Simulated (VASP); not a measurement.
# W (Im-3m) in VASP: notebook

W is run at these levels: PBEsol; tasks: single point.

Everything below comes from runs of VASP 6.6.1. Logs are shortened: lines on timing, memory, paths and dates and some standing lists are left out, and cuts for length are marked.

## (1) The cell of the first run

The structure is cubic, space group Im-3m (No. 229). The conventional cell has a = 3.154 Å, b = 3.154 Å, c = 3.154 Å, α = 90.00°, β = 90.00°, γ = 90.00°. W (site symmetry m-3m) has 14 W at 2.73 to 3.15 Å within 3.6 Å.

## (2) Single point, PBEsol

INCAR

```
PREC = Accurate
ENCUT = 520
EDIFF = 1E-6
ISMEAR = 1
SIGMA = 0.1
LREAL = False
LASPH = True
NELM = 60
ALGO = Normal
ISIF = 2
LWAVE = False
LCHARG = True
GGA = PS
LELF = True
LVHAR = True
NBANDS = 13
```

KPOINTS

```
Automatic mesh
0
Gamma
  36 36 36
```

POSCAR

```
W
1.0
   -1.5771316950      1.5771316950      1.5771316950
    1.5771316950     -1.5771316950      1.5771316950
    1.5771316950      1.5771316950     -1.5771316950
W
1
Direct
    0.0000000000      0.0000000000      0.0000000000
```

Potentials or basis: VASP PAW PBE potentials, release 64 (W_sv).

The run is started by

```console
$ cat potpaw_PBE.64/W_sv/POTCAR > POTCAR
$ mpirun -np 1 vasp_std > vasp.out
```

OUTCAR:

```text
PREC = Accurate
   ENCUT = 520
   EDIFF = 1E-6
   ISMEAR = 1
   LREAL = False
   LASPH = True
   NELM = 60
   ISIF = 2
   GGA = PS

 ion  position               nearest neighbor table
   1  0.000  0.000  0.000-

  LATTYP: Found a body centered cubic cell.
 ALAT       =     3.1542633900

  Lattice vectors:

 A1 = (  -1.5771316950,   1.5771316950,   1.5771316950)
 A2 = (   1.5771316950,  -1.5771316950,   1.5771316950)
 A3 = (   1.5771316950,   1.5771316950,  -1.5771316950)

Analysis of symmetry for initial positions (statically):
=====================================================================
 Subroutine PRICEL returns:
 Original cell was already a primitive cell.

 Routine SETGRP: Setting up the symmetry group for a
 body centered cubic supercell.

 Subroutine GETGRP returns: Found 48 space group operations
 (whereof 48 operations were pure point group operations)
 out of a pool of 48 trial point group operations.

The static configuration has the point symmetry O_h .

Analysis of symmetry for dynamics (positions and initial velocities):
=====================================================================
 Subroutine PRICEL returns:
 Original cell was already a primitive cell.

 Routine SETGRP: Setting up the symmetry group for a
 body centered cubic supercell.

 Subroutine GETGRP returns: Found 48 space group operations
 (whereof 48 operations were pure point group operations)
 out of a pool of 48 trial point group operations.

The dynamic configuration has the point symmetry O_h .

 Subroutine INISYM returns: Found 48 space group operations
 (whereof 48 operations are pure point group operations),
 and found     1 'primitive' translations

----------------------------------------------------------------------------------------

                                     Primitive cell

  volume of cell :      15.6915

  direct lattice vectors                    reciprocal lattice vectors
    -1.577131695  1.577131695  1.577131695     0.000000000  0.317031229  0.317031229
     1.577131695 -1.577131695  1.577131695     0.317031229  0.000000000  0.317031229
     1.577131695  1.577131695 -1.577131695     0.317031229  0.317031229  0.000000000

  length of vectors
     2.731672226  2.731672226  2.731672226     0.448349864  0.448349864  0.448349864

  position of ions in fractional coordinates (direct lattice)
     0.000000000  0.000000000  0.000000000

  ion indices of the primitive-cell ions
   primitive index   ion index
                 1           1

----------------------------------------------------------------------------------------

 KPOINTS: Automatic mesh

Automatic generation of k-mesh.
 Grid dimensions read from file:
 generate k-points for:   36   36   36

 Generating k-lattice:

  Cartesian coordinates                     Fractional coordinates (reciprocal lattice)
     0.000000000  0.008806423  0.008806423     0.027777778  0.000000000  0.000000000
     0.008806423  0.000000000  0.008806423     0.000000000  0.027777778  0.000000000
     0.008806423  0.008806423  0.000000000     0.000000000  0.000000000  0.027777778

  Length of vectors
     0.012454163  0.012454163  0.012454163

  Shift w.r.t. Gamma in fractional coordinates (k-lattice)
     0.000000000  0.000000000  0.000000000

 Subroutine IBZKPT returns following result:
 ===========================================

 Found   1240 irreducible k-points:

 Following reciprocal coordinates:
            Coordinates               Weight
  0.000000  0.000000  0.000000      1.000000
  0.027778  0.000000  0.000000     12.000000
  0.055556  0.000000  0.000000     12.000000
  0.083333  0.000000  0.000000     12.000000
  0.111111  0.000000  0.000000     12.000000
  0.138889  0.000000  0.000000     12.000000
[... 16 lines left out ...]
  0.111111  0.027778  0.000000     48.000000
  0.138889  0.027778  0.000000     48.000000
 [... further k-points ...]
   k-points           NKPTS =   1240   k-points in BZ     NKDIM =   1240   number of bands    NBANDS=     13
   number of dos      NEDOS =    301   number of ions     NIONS =      1
   total plane-waves  NPLWV =   8000
   dimension x,y,z NGX =    20 NGY =   20 NGZ =   20
   dimension x,y,z NGXF=    40 NGYF=   40 NGZF=   40
   ions per type =               1
   NGX,Y,Z   is equivalent  to a cutoff of  12.17, 12.17, 12.17 a.u.
   NGXF,Y,Z  is equivalent  to a cutoff of  24.34, 24.34, 24.34 a.u.
 SYSTEM =  unknown system
   PREC   = accura    normal or accurate (medium, high low for compatibility)
   ISTART =      0    job   : 0-new  1-cont  2-samecut
   ICHARG =      2    charge: 1-file 2-atom 10-const
   ISPIN  =      1    spin polarized calculation?
   LNONCOLLINEAR =      F non collinear calculations
   LSORBIT =      F    spin-orbit coupling
   LASPH  =      T    aspherical Exc in radial PAW
   ENCUT  =  520.0 eV  38.22 Ry    6.18 a.u.   5.08  5.08  5.08*2*pi/ulx,y,z
   NELM   =     60;   NELMIN=  2; NELMDL= -5     # of ELM steps
   EDIFF  = 0.1E-05   stopping-criterion for ELM
   LREAL  =      F    real-space projection
   EDIFFG = 0.1E-04   stopping-criterion for IOM
   NSW    =      0    number of steps for IOM
   IBRION =     -1    ionic relax: 0-MD 1-quasi-New 2-CG
   NFREE  =      0    steps in history (QN), initial steepest desc. (CG)
   ISIF   =      2    stress and relaxation
   ISYM   =      2    0-nonsym 1-usesym 2-fastsym
   POTIM  = 0.5000    time-step for ionic-motion
   TEBEG  =    0.0;   TEEND  =   0.0 temperature during run
   PSTRESS=    0.0 pullay stress
   NELECT =      14.0000    total number of electrons
   NUPDOWN=      -1.0000    fix difference up-down
   EMIN   =  10.00;   EMAX   =-10.00  energy-range for DOS
   EFERMI =   0.00;   METHOD = LEGACY
   ISMEAR =     1;   SIGMA  =   0.10  broadening in eV -4-tet -1-fermi 0-gaus
   EFERMI_NEDOS =   21; number of points for ismear=-14 and -15
   IALGO  =     38    algorithm
   IMIX   =      4    mixing-type and parameters
     AMIX     =   0.40;   BMIX     =  1.00
     AMIX_MAG =   1.60;   BMIX_MAG =  1.00
  volume/ion in A,a.u.               =      15.69       105.89
  Fermi-wavevector in a.u.,A,eV,Ry     =   1.576024  2.978254 33.794863  2.483852
  Thomas-Fermi vector in A             =   2.676920
   LORBIT       =      0    0 simple, 1 ext, 2 COOP (PROOUT), +10 PAW based schemes
   GGA     = PS    functional components
   LHFCALC =     F    Hartree Fock is set to
   AEXX    =    0.0000 exact exchange contribution
   IVDW    =     0    specifies the selected vdW correction
   LEPSILON=     F    determine dielectric tensor
   LRPA    =     F    only Hartree local field effects (RPA)
 non-spin polarized calculation
 Methfessel and Paxton  Order N= 1 SIGMA  =   0.10
  energy-cutoff  :      520.00
  volume of cell :       15.69
 maximum number of plane-waves:       436
   NGX = 11   NGY = 11   NGZ = 11

 number of electron      14.0000005 magnetization

 Free energy of the ion-electron system (eV)
  ---------------------------------------------------
  ext. energy  EPLUGINS =         0.00000000
  ---------------------------------------------------
  free energy    TOTEN  =       -13.80474869 eV

  energy without entropy =      -13.80497122  energy(sigma->0) =      -13.80482287

 E-fermi :  11.4591     XC(G=0): -13.8190

 val. band max:       11.4569525340   @ k =  -0.4444   0.4722   0.2778
 cond. band min:      11.4601904955   @ k =   0.1667   0.0000   0.0000
 fundamental gap:      0.0032379615
 Fermi energy:        11.4591208857

 k-point     1 :       0.0000    0.0000    0.0000
  band No.  band energies     occupation
      1     -62.7135      2.00000
      2     -26.2557      2.00000
      3     -26.2557      2.00000
      4     -26.2557      2.00000
      5       1.7128      2.00000
      6      10.1688      2.00000
      7      10.1688      2.00000
      8      10.1688      2.00000
      9      13.6809      0.00000
     10      13.6809      0.00000
     11      25.9871      0.00000
     12      25.9871      0.00000
     13      25.9871      0.00000

 k-point     2 :       0.0278    0.0000    0.0000
  band No.  band energies     occupation
      1     -62.7124      2.00000
      2     -26.2667      2.00000
      3     -26.2591      2.00000
      4     -26.2557      2.00000
      5       1.7511      2.00000
      6      10.1451      2.00000
      7      10.1641      2.00000
      8      10.2055      2.00000
      9      13.6408      0.00000
     10      13.6810      0.00000
     11      26.0209      0.00000
     12      26.0521      0.00000
     13      26.0848      0.00000

 k-point     3 :       0.0556    0.0000    0.0000
  band No.  band energies     occupation
      1     -62.7093      2.00000
      2     -26.2995      2.00000
      3     -26.2693      2.00000
      4     -26.2559      2.00000
      5       1.8650      2.00000
      6      10.0756      2.00000
      7      10.1483      2.00000
      8      10.3155      2.00000
      9      13.5297      0.00000
     10      13.6816      0.00000
     11      26.1188      0.00000
     12      26.2454      0.00000
     13      26.3668      0.00000
[... 305 lines left out ...]
 k-point    23 :       0.1111    0.0278    0.0000
  band No.  band energies     occupation
      1     -62.6923      2.00000
      2     -26.4739      2.00000
      3     -26.3193      2.00000
      4     -26.2608      2.00000
      5       2.4799      2.00000
      6       9.7354      2.00000
      7       9.9867      2.00000
      8      10.9422      2.00000
      9      13.1001     -0.00000
     10      13.7152      0.00000
     11      26.5658      0.00000
     12      27.3100      0.00000
     13      27.6509      0.00000

 k-point    24 :       0.1389    0.0278    0.0000
  band No.  band energies     occupation
      1     -62.6830      2.00000
      2     -26.5671      2.00000
      3     -26.3494      2.00000
      4     -26.2614      2.00000
      5       2.8160      2.00000
      6       9.5507      2.00000
      7       9.8857      2.00000
      8      11.2983      2.04541
      9      12.9785     -0.00000
     10      13.7397      0.00000
     11      26.7335      0.00000
     12      27.8752      0.00000
     13      28.1875      0.00000

 [... further k-points ...]

------------------------ aborting loop because EDIFF is reached ----------------------------------------

  FORCE on cell =-STRESS in cart. coord.  units (eV):
  Direction    XX          YY          ZZ          XY          YZ          ZX
  --------------------------------------------------------------------------------------
  -------------------------------------------------------------------------------------
  Total        0.0617139      0.0617139      0.0617139     -0.0000000      0.0000000      0.0000000
  in kB        6.3012898      6.3012898      6.3012898     -0.0000000      0.0000000      0.0000000
  external PRESSURE =       6.3012898 kB  Pullay stress =       0.0000000 kB

 VOLUME and BASIS-vectors are now :
 -----------------------------------------------------------------------------
  energy-cutoff  :      520.00
  volume of cell :       15.69
      direct lattice vectors                 reciprocal lattice vectors
    -1.577131695  1.577131695  1.577131695     0.000000000  0.317031229  0.317031229
     1.577131695 -1.577131695  1.577131695     0.317031229  0.000000000  0.317031229
     1.577131695  1.577131695 -1.577131695     0.317031229  0.317031229  0.000000000

 POSITION                                       TOTAL-FORCE (eV/Angst)
 -----------------------------------------------------------------------------------
      0.00000      0.00000      0.00000        -0.000000     -0.000000      0.000000
 -----------------------------------------------------------------------------------
    total drift:                                0.000000     -0.000000      0.000000

  FREE ENERGIE OF THE ION-ELECTRON SYSTEM (eV)
  ---------------------------------------------------
  free  energy   TOTEN  =       -13.8047486908 eV

  energy  without entropy=      -13.8049712238  energy(sigma->0) =      -13.80482287
```

Wall time 99 s (1 thread of Intel Xeon 6975P-C, shared host); peak memory 0.33 GiB.

What came out:

```yaml
Free_energy: -13.8047 eV
Pressure: 0.6 GPa
Band_gap_on_the_k_mesh: zero (band 7 reaches 16.67 eV, above the bottom of band 8 at 10.17 eV)
```

Caveat: the PAW data sets were made with another functional, which shifts forces and pressure a little; spin-orbit coupling is left out, which moves the levels of the heavy elements.

## (3) Single point, PBEsol

INCAR

```
SYSTEM = W
ALGO     = Normal         ! electronic algorithm
EDIFF    = 1E-6           ! SCF threshold, eV
ENCUT    = 520            ! plane-wave cutoff, eV
GGA      = PS             ! functional
ISIF     = 2              ! what is computed and relaxed
ISMEAR   = 1              ! smearing method
LASPH    = .TRUE.         ! aspherical terms in the spheres
LCHARG   = .TRUE.         ! write CHGCAR
LELF     = .TRUE.         ! ELF
LREAL    = .FALSE.        ! projectors in reciprocal space
LVHAR    = .TRUE.       
LWAVE    = .FALSE.        ! write WAVECAR
NBANDS   = 13             ! bands
NELM     = 80             ! most SCF steps
PREC     = Accurate       ! precision mode
SIGMA    = 0.1            ! smearing width, eV
```

KPOINTS

```
k-points
0
G
  36 36 36
  0 0 0
```

POSCAR is that of step 2.

Potentials or basis: VASP PAW PBE potentials, release 64 (W_sv).

The run is started by

```console
$ cat potpaw_PBE.64/W_sv/POTCAR > POTCAR
$ mpirun -np 1 vasp_std > vasp.out
```

It took 87 s on 1 thread of Intel Xeon 6975P-C, shared host; peak memory 0.33 GiB.

The run converged. Its results:

* Free energy: -13.8047 eV
* Pressure: 0.6 GPa
* Band gap on the k mesh: zero (band 7 reaches 16.67 eV, above the bottom of band 8 at 10.17 eV)

Levels at points of the mesh, in eV from the Fermi level:
```csv
k point,band 5,band 6,band 7,band 8,band 9,band 10
"(0.00, 0.00, 0.00)",-9.75,-1.29,-1.29,-1.29,2.22,2.22
"(0.50, 0.00, 0.00)",-6.39,-3.66,0.69,2.13,3.12,6.22
"(0.50, 0.50, 0.50)",-5.97,-5.97,5.21,5.21,5.21,8.30
```

Caveat: the PAW data sets were made with another functional, which shifts forces and pressure a little; spin-orbit coupling is left out, which moves the levels of the heavy elements.
